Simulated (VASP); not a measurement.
A run of VASP 6.6.1 is set up as follows.

File INCAR:

```
SYSTEM = TiAl
ALGO = Fast ; EDIFF = 1E-6
ENCUT = 520 ; GGA = CA
ISIF = 2 ; ISMEAR = 0
LASPH = .TRUE. ; LCHARG = .FALSE.
LREAL = .FALSE. ; LWAVE = .FALSE.
NBANDS = 14 ; NELM = 80
PREC = Accurate ; SIGMA = 0.1
```

Contents of KPOINTS:

```
k-points
0
G
  12 12 8
  0 0 0
```

File POSCAR:

```
TiAl
1.0
    2.7689289545      0.0000000000      0.0000000000
    0.0000000000      2.7689289545      0.0000000000
    0.0000000000      0.0000000000      3.9911364215
Ti Al
1 1
Direct
    0.5000000000      0.5000000000      0.5000000000
    0.0000000000      0.0000000000      0.0000000000
```

Potentials or basis: VASP PAW LDA potentials, release 64 (Ti_sv, Al).

The run is started by

```console
$ cat potpaw_LDA.64/Ti_sv/POTCAR potpaw_LDA.64/Al/POTCAR > POTCAR
$ mpirun -np 1 vasp_std > vasp.out
```

Problem. Estimate the pressure.

Solution. 0.2 GPa.
